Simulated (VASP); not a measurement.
# HoAuF4 (F-43m) in VASP: notebook, part 2 of 2

VASP 6.6.1. Earlier steps stand in the parts before.

**3. Single point, PBE**

This run uses another cell than the first one, of 12.59 Å³/atom.

The input, INCAR:

```
PREC = Accurate ; ENCUT = 600
EDIFF = 1E-6 ; ISMEAR = 0
SIGMA = 0.15 ; LREAL = False
LASPH = True ; NELM = 200
ALGO = Normal ; ISIF = 2
LWAVE = False ; LCHARG = False
GGA = PE ; NBANDS = 33
GGA_COMPAT = False ; LMAXMIX = 6
```

The input, KPOINTS:

```
Automatic mesh
0
Gamma
  3 3 3
```

The input, POSCAR:

```
HoAuF4
1.0
    0.0000000000      3.3548040200      3.3548040200
    3.3548040200      0.0000000000      3.3548040200
    3.3548040200      3.3548040200      0.0000000000
Ho Au F
1 1 4
Direct
    0.7500000000      0.7500000000      0.7500000000
    0.5000000000      0.5000000000      0.5000000000
    0.1244742692      0.1244742692      0.1244742692
    0.1244742692      0.1244742692      0.6265771924
    0.1244742692      0.6265771924      0.1244742692
    0.6265771924      0.1244742692      0.1244742692
```

Potentials or basis: VASP PAW PBE potentials, release 64 (Ho_3, Au, F), 4f in core.

On the command line:

```
$ cat potpaw_PBE.64/Ho_3/POTCAR potpaw_PBE.64/Au/POTCAR potpaw_PBE.64/F/POTCAR > POTCAR
$ mpirun -np 1 vasp_std > vasp.out
```

OUTCAR:

```text
PREC = Accurate
   ENCUT = 600
   EDIFF = 1E-6
   ISMEAR = 0
   LREAL = False
   LASPH = True
   NELM = 200
   ISIF = 2
   GGA = PE

 ion  position               nearest neighbor table
   1  0.750  0.750  0.750-   3 2.78   5 2.78   6 2.78   4 2.78   6 2.78   4 2.78   5 2.78   4 2.78
                             5 2.78   3 2.78   6 2.78   3 2.78   2 2.91   2 2.91   2 2.91   2 2.91
   2  0.500  0.500  0.500-   1 2.91   1 2.91   1 2.91   1 2.91
   3  0.124  0.124  0.124-   1 2.78   1 2.78   1 2.78
   4  0.124  0.124  0.627-   1 2.78   1 2.78   1 2.78
   5  0.124  0.627  0.124-   1 2.78   1 2.78   1 2.78
   6  0.627  0.124  0.124-   1 2.78   1 2.78   1 2.78

  LATTYP: Found a face centered cubic cell.
 ALAT       =     6.7096080400

  Lattice vectors:

 A1 = (   0.0000000000,   3.3548040200,   3.3548040200)
 A2 = (   3.3548040200,   0.0000000000,   3.3548040200)
 A3 = (   3.3548040200,   3.3548040200,   0.0000000000)

Analysis of symmetry for initial positions (statically):
=====================================================================
 Subroutine PRICEL returns:
 Original cell was already a primitive cell.

 Routine SETGRP: Setting up the symmetry group for a
 face centered cubic supercell.

 Subroutine GETGRP returns: Found 24 space group operations
 (whereof 24 operations were pure point group operations)
 out of a pool of 48 trial point group operations.

The static configuration has the point symmetry T_d .

Analysis of symmetry for dynamics (positions and initial velocities):
=====================================================================
 Subroutine PRICEL returns:
 Original cell was already a primitive cell.

 Routine SETGRP: Setting up the symmetry group for a
 face centered cubic supercell.

 Subroutine GETGRP returns: Found 24 space group operations
 (whereof 24 operations were pure point group operations)
[... 109 lines left out ...]
     AMIX_MAG =   1.60;   BMIX_MAG =  1.00
  volume/ion in A,a.u.               =      12.59        84.93
  Fermi-wavevector in a.u.,A,eV,Ry     =   1.407596  2.659971 26.957592  1.981327
  Thomas-Fermi vector in A             =   2.529839
   LORBIT       =      0    0 simple, 1 ext, 2 COOP (PROOUT), +10 PAW based schemes
   GGA     = PE    functional components
   LHFCALC =     F    Hartree Fock is set to
   AEXX    =    0.0000 exact exchange contribution
   IVDW    =     0    specifies the selected vdW correction
   LEPSILON=     F    determine dielectric tensor
   LRPA    =     F    only Hartree local field effects (RPA)
 non-spin polarized calculation
 Gauss-broadening in eV      SIGMA  =   0.15
  energy-cutoff  :      600.00
  volume of cell :       75.51
 maximum number of plane-waves:      2565
 NGX is ok and might be reduce to    40
   NGX = 19   NGY = 19   NGZ = 19

 number of electron      47.9999988 magnetization

 Free energy of the ion-electron system (eV)
  ---------------------------------------------------
  ext. energy  EPLUGINS =         0.00000000
  ---------------------------------------------------
  free energy    TOTEN  =       -23.92594034 eV

  energy without entropy =      -23.87550072  energy(sigma->0) =      -23.90072053

 E-fermi :   3.0152     XC(G=0): -11.2916

 val. band max:        2.9437764898   @ k =   0.0000   0.0000   0.0000
 cond. band min:       3.1097567610   @ k =   0.3333   0.0000   0.0000
 fundamental gap:      0.1659802712
 Fermi energy:         3.0152208557

 k-point     1 :       0.0000    0.0000    0.0000
  band No.  band energies     occupation
      1     -21.1929      2.00000
      2     -21.1929      2.00000
      3     -21.1929      2.00000
      4     -19.0092      2.00000
      5     -17.5073      2.00000
      6     -17.5073      2.00000
[... 133 lines left out ...]
     32      11.2480      0.00000
     33      12.6791      0.00000

------------------------ aborting loop because EDIFF is reached ----------------------------------------

  FORCE on cell =-STRESS in cart. coord.  units (eV):
  Direction    XX          YY          ZZ          XY          YZ          ZX
  --------------------------------------------------------------------------------------
  -------------------------------------------------------------------------------------
  Total       -0.1648569     -0.1648569     -0.1648569      0.0000000     -0.0000000     -0.0000000
  in kB       -3.4977307     -3.4977307     -3.4977307      0.0000000     -0.0000000     -0.0000000
  external PRESSURE =      -3.4977307 kB  Pullay stress =       0.0000000 kB

 VOLUME and BASIS-vectors are now :
 -----------------------------------------------------------------------------
  energy-cutoff  :      600.00
  volume of cell :       75.51
      direct lattice vectors                 reciprocal lattice vectors
     0.000000000  3.354804020  3.354804020    -0.149040003  0.149040003  0.149040003
     3.354804020  0.000000000  3.354804020     0.149040003 -0.149040003  0.149040003
     3.354804020  3.354804020  0.000000000     0.149040003  0.149040003 -0.149040003

 POSITION                                       TOTAL-FORCE (eV/Angst)
 -----------------------------------------------------------------------------------
      5.03221      5.03221      5.03221         0.000000      0.000000      0.000000
      3.35480      3.35480      3.35480         0.000000      0.000000      0.000000
      0.83517      0.83517      0.83517        -0.031601     -0.031601     -0.031601
      2.51963      2.51963      0.83517         0.031601      0.031601     -0.031601
      2.51963      0.83517      2.51963         0.031601     -0.031601      0.031601
      0.83517      2.51963      2.51963        -0.031601      0.031601      0.031601
 -----------------------------------------------------------------------------------
    total drift:                               -0.000000     -0.000000     -0.000000

  FREE ENERGIE OF THE ION-ELECTRON SYSTEM (eV)
  ---------------------------------------------------
  free  energy   TOTEN  =       -23.9259403436 eV

  energy  without entropy=      -23.8755007192  energy(sigma->0) =      -23.90072053
```

OSZICAR:

```text
N       E                     dE             d eps       ncg     rms          rms(c)
DAV:   1     0.526575430873E+03    0.52658E+03   -0.25170E+04   296   0.166E+03
DAV:   2     0.123113754818E+02   -0.51426E+03   -0.47752E+03   409   0.486E+02
DAV:   3    -0.291447717181E+02   -0.41456E+02   -0.39602E+02   405   0.140E+02
DAV:   4    -0.298523908681E+02   -0.70762E+00   -0.70255E+00   384   0.185E+01
DAV:   5    -0.298627559722E+02   -0.10365E-01   -0.10363E-01   336   0.182E+00    0.170E+01
DAV:   6    -0.243326749157E+02    0.55301E+01   -0.18103E+01   360   0.309E+01    0.134E+01
DAV:   7    -0.240605855840E+02    0.27209E+00   -0.16703E+00   304   0.107E+01    0.822E+00
DAV:   8    -0.240350739199E+02    0.25512E-01   -0.66227E-01   392   0.860E+00    0.252E+00
DAV:   9    -0.239370901158E+02    0.97984E-01   -0.11910E-01   376   0.369E+00    0.780E-01
DAV:  10    -0.239347744606E+02    0.23157E-02   -0.19502E-02   303   0.105E+00    0.749E-01
DAV:  11    -0.239263466436E+02    0.84278E-02   -0.97595E-03   408   0.108E+00    0.202E-01
DAV:  12    -0.239259480137E+02    0.39863E-03   -0.25851E-03   288   0.335E-01    0.468E-02
DAV:  13    -0.239259521805E+02   -0.41667E-05   -0.78564E-05   407   0.740E-02    0.433E-02
DAV:  14    -0.239259429169E+02    0.92636E-05   -0.20551E-05   335   0.341E-02    0.275E-02
DAV:  15    -0.239259402753E+02    0.26416E-05   -0.17231E-05   351   0.344E-02    0.156E-02
DAV:  16    -0.239259403436E+02   -0.68306E-07   -0.59331E-07   154   0.109E-02
   1 F= -.23925940E+02 E0= -.23900721E+02  d E =-.504396E-01
```

stdout:

```text
POSCAR found type information on POSCAR HoAuF
 POSCAR found :  3 types and       6 ions
 scaLAPACK will be used
 LDA part: xc-table for (Slater+PW92), standard interpolation
 POSCAR, INCAR and KPOINTS ok, starting setup
 FFT: planning ... GRIDC
 FFT: planning ... GRID_SOFT
 FFT: planning ... GRID
 WAVECAR not read
 entering main loop
```

It took 30 s on 1 thread of Intel Xeon Platinum 8259CL at 2.50GHz (Skylake/Cascade Lake), shared host; peak memory 0.24 GiB.

Results:

- Free energy: -23.9259 eV
- Pressure: -0.3 GPa
- Largest force: 0.055 eV/Å
- Band gap on the k mesh: zero (filled and empty bands touch)

Forces on the atoms (eV/Å):
```
Ho   0.000  0.000  0.000
Au   0.000  0.000  0.000
F   -0.032 -0.032 -0.032
F    0.032  0.032 -0.032
F    0.032 -0.032  0.032
F   -0.032  0.032  0.032
```

Caveat: the k points lie up to 0.54 Å⁻¹ apart; spin-orbit coupling is left out, which moves the levels of the heavy elements; the 4f electrons are frozen in the core, so they carry no moment and show no levels; the run has no spin polarisation, though such a crystal can be magnetic. With open d or f shells a metallic result of PBE can be an artefact of self-interaction; +U or a hybrid may open a gap.
